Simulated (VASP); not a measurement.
# PbO2 (R-3m) in VASP: notebook

The runs below take PbO2 through single point, with PBE+D3(BJ).

All numbers are computed with VASP 6.6.1; they aren't measurements. Logs are shortened: lines on timing, memory, paths and dates and some standing lists are left out, and cuts for length are marked.

### Step 1. The cell of the first run

The structure is trigonal, space group R-3m (No. 166). Conventional cell: a = 3.496 Å, b = 3.496 Å, c = 11.681 Å, α = 90.00°, β = 90.00°, γ = 120.00°. Within 3.0 Å of Pb (site symmetry -3m) lie 8 O at 2.24 to 2.91 Å. Within 3.0 Å of O (site symmetry 3m) lie 4 Pb at 2.24 to 2.91 Å and 6 O at 2.79 to 2.82 Å.

### Step 2. Single point, PBE+D3(BJ)

The input, INCAR:

```
SYSTEM = PbO2
PREC = Accurate ; ENCUT = 520
EDIFF = 1E-6 ; ISMEAR = -1
SIGMA = 0.15 ; LREAL = .False.
LASPH = .True. ; NELM = 100
ALGO = Normal ; ISIF = 2
LWAVE = .False. ; LCHARG = .False.
GGA = PE ; IVDW = 12
NBANDS = 20
```

The input, KPOINTS:

```
regular mesh
0
Gamma
  18 18 18
  0 0 0
```

The input, POSCAR:

```
PbO2
1.0
    1.7481827432      1.0093137774      3.8936355210
   -1.7481827432      1.0093137774      3.8936355210
    0.0000000000     -2.0186275547      3.8936355210
Pb O
1 2
Direct
    0.5000000000      0.5000000000      0.5000000000
    0.7493251506      0.7493251506      0.7493251506
    0.2506748494      0.2506748494      0.2506748494
```

Potentials or basis: VASP PAW PBE potentials, release 64 (Pb_d, O).

On the command line:

```bash
> cat potpaw_PBE.64/Pb_d/POTCAR potpaw_PBE.64/O/POTCAR > POTCAR
> mpirun -np 1 vasp_std > vasp.out
```

OUTCAR:

```text
SYSTEM = PbO2
   PREC = Accurate
   ENCUT = 520
   EDIFF = 1E-6
   ISMEAR = -1
   LREAL = .False.
   LASPH = .True.
   NELM = 100
   ISIF = 2
   GGA = PE
   IVDW = 12
 IVDW          = 12

 ion  position               nearest neighbor table
   1  0.500  0.500  0.500-   3 2.24   2 2.24   3 2.24   3 2.24   2 2.24   2 2.24   3 2.91   2 2.91

   2  0.749  0.749  0.749-   1 2.24   1 2.24   1 2.24   1 2.91
   3  0.251  0.251  0.251-   1 2.24   1 2.24   1 2.24   1 2.91

  LATTYP: Found a trigonal (rhomboedric) cell.
 ALAT       =     4.3858014975
 COS(alpha) =     0.6822352561

  Lattice vectors:

 A1 = (   1.7481827432,   1.0093137774,   3.8936355210)
 A2 = (  -1.7481827432,   1.0093137774,   3.8936355210)
 A3 = (   0.0000000000,  -2.0186275547,   3.8936355210)

Analysis of symmetry for initial positions (statically):
=====================================================================
 Subroutine PRICEL returns:
 Original cell was already a primitive cell.

 Routine SETGRP: Setting up the symmetry group for a
 trigonal (rhombohedral) supercell.

 Subroutine GETGRP returns: Found 12 space group operations
 (whereof 12 operations were pure point group operations)
 out of a pool of 12 trial point group operations.

The static configuration has the point symmetry D_3d.

Analysis of symmetry for dynamics (positions and initial velocities):
=====================================================================
 Subroutine PRICEL returns:
 Original cell was already a primitive cell.

 Routine SETGRP: Setting up the symmetry group for a
 trigonal (rhombohedral) supercell.

 Subroutine GETGRP returns: Found 12 space group operations
 (whereof 12 operations were pure point group operations)
 out of a pool of 12 trial point group operations.

The dynamic configuration has the point symmetry D_3d.

 Subroutine INISYM returns: Found 12 space group operations
 (whereof 12 operations are pure point group operations),
 and found     1 'primitive' translations

----------------------------------------------------------------------------------------

                                     Primitive cell

  volume of cell :      41.2211

  direct lattice vectors                    reciprocal lattice vectors
     1.748182743  1.009313777  3.893635521     0.286011289  0.165128695  0.085609794
    -1.748182743  1.009313777  3.893635521    -0.286011289  0.165128695  0.085609794
     0.000000000 -2.018627555  3.893635521     0.000000000 -0.330257390  0.085609794

  length of vectors
[... 83 lines left out ...]
   NELM   =    100;   NELMIN=  2; NELMDL= -5     # of ELM steps
   EDIFF  = 0.1E-05   stopping-criterion for ELM
   LREAL  =      F    real-space projection
   EDIFFG = 0.1E-04   stopping-criterion for IOM
   NSW    =      0    number of steps for IOM
   IBRION =     -1    ionic relax: 0-MD 1-quasi-New 2-CG
   NFREE  =      0    steps in history (QN), initial steepest desc. (CG)
   ISIF   =      2    stress and relaxation
   ISYM   =      2    0-nonsym 1-usesym 2-fastsym
   POTIM  = 0.5000    time-step for ionic-motion
   TEBEG  =    0.0;   TEEND  =   0.0 temperature during run
   PSTRESS=    0.0 pullay stress
   NELECT =      26.0000    total number of electrons
   NUPDOWN=      -1.0000    fix difference up-down
   EMIN   =  10.00;   EMAX   =-10.00  energy-range for DOS
   EFERMI =   0.00;   METHOD = LEGACY
   ISMEAR =    -1;   SIGMA  =   0.15  broadening in eV -4-tet -1-fermi 0-gaus
   EFERMI_NEDOS =   21; number of points for ismear=-14 and -15
   IALGO  =     38    algorithm
   IMIX   =      4    mixing-type and parameters
     AMIX     =   0.40;   BMIX     =  1.00
     AMIX_MAG =   1.60;   BMIX_MAG =  1.00
  volume/ion in A,a.u.               =      13.74        92.72
  Fermi-wavevector in a.u.,A,eV,Ry     =   1.403975  2.653128 26.819073  1.971146
  Thomas-Fermi vector in A             =   2.526583
   LORBIT       =      0    0 simple, 1 ext, 2 COOP (PROOUT), +10 PAW based schemes
   GGA     = PE    functional components
   LHFCALC =     F    Hartree Fock is set to
   AEXX    =    0.0000 exact exchange contribution
   IVDW    =    12    specifies the selected vdW correction
   LEPSILON=     F    determine dielectric tensor
   LRPA    =     F    only Hartree local field effects (RPA)
 non-spin polarized calculation
  energy-cutoff  :      520.00
  volume of cell :       41.22
 maximum number of plane-waves:      1133
 NGX is ok and might be reduce to    36
   NGX = 17   NGY = 17   NGZ = 17

 number of electron      26.0000002 magnetization

 Free energy of the ion-electron system (eV)
  ---------------------------------------------------
  ext. energy  EPLUGINS =         0.00000000
  ---------------------------------------------------
  free energy    TOTEN  =       -15.65746609 eV

  energy without entropy =      -15.63874167  energy(sigma->0) =      -15.64810388

 E-fermi :   5.2711     XC(G=0): -10.8529

 val. band max:        5.2692899238   @ k =   0.1111   0.1111   0.1111
 cond. band min:       5.3099521185   @ k =   0.1111   0.0000   0.0000
 fundamental gap:      0.0406621947
 Fermi energy:         5.2711355473

 k-point     1 :       0.0000    0.0000    0.0000
  band No.  band energies     occupation
      1     -13.5469      2.00000
      2     -11.1072      2.00000
      3     -10.7422      2.00000
      4     -10.7422      2.00000
      5     -10.5503      2.00000
      6     -10.4457      2.00000
[... 541 lines left out ...]
     19      19.2360      0.00000
     20      20.9556      0.00000

 [... further k-points ...]

------------------------ aborting loop because EDIFF is reached ----------------------------------------

 Edisp (eV)   -0.65339

 E8    (eV) :    -0.2768

  FORCE on cell =-STRESS in cart. coord.  units (eV):
  Direction    XX          YY          ZZ          XY          YZ          ZX
  --------------------------------------------------------------------------------------
  -------------------------------------------------------------------------------------
  Total       0.10905     0.10905    -0.00735    -0.00000    -0.00000     0.00000
  in kB       4.23841     4.23841    -0.28576    -0.00000    -0.00000     0.00000
  external pressure =        2.73 kB  Pullay stress =        0.00 kB

 VOLUME and BASIS-vectors are now :
 -----------------------------------------------------------------------------
  energy-cutoff  :      520.00
  volume of cell :       41.22
      direct lattice vectors                 reciprocal lattice vectors
     1.748182743  1.009313777  3.893635521     0.286011289  0.165128695  0.085609794
    -1.748182743  1.009313777  3.893635521    -0.286011289  0.165128695  0.085609794
     0.000000000 -2.018627555  3.893635521     0.000000000 -0.330257390  0.085609794

 POSITION                                       TOTAL-FORCE (eV/Angst)
 -----------------------------------------------------------------------------------
      0.00000      0.00000      5.84045         0.000000      0.000000      0.000000
      0.00000      0.00000      8.75280        -0.000000     -0.000000     -0.030206
      0.00000      0.00000      2.92811        -0.000000      0.000000      0.030206
 -----------------------------------------------------------------------------------
    total drift:                               -0.000000     -0.000000      0.000000

  FREE ENERGIE OF THE ION-ELECTRON SYSTEM (eV)
  ---------------------------------------------------
  free  energy   TOTEN  =       -16.3108551235 eV

  energy  without entropy=      -16.2921307118  energy(sigma->0) =      -16.30149292
```

Run time: 5.5 min. Hardware: 1 thread of Intel Xeon 6975P-C (Granite Rapids), shared host; peak memory 0.55 GiB.

Results:

```yaml
Free_energy: -16.3109 eV
Pressure: 0.3 GPa
Largest_force: 0.030 eV/Å
Band_gap_on_the_k_mesh: zero (bands 13 and 14 overlap by 0.11 eV)
Dispersion_energy_per_atom: -0.218 eV
```

Forces on the atoms (eV/Å):
```
Pb   0.000  0.000  0.000
O    0.000  0.000 -0.030
O    0.000  0.000  0.030
```

Caveat: semilocal functionals underestimate gaps, and a narrow one can read as zero; spin-orbit coupling is left out, which moves the levels of the heavy elements.

(Continued in part 2 of 2.)

The gap in the log of VASP goes by the Fermi energy; the results here count the filled bands.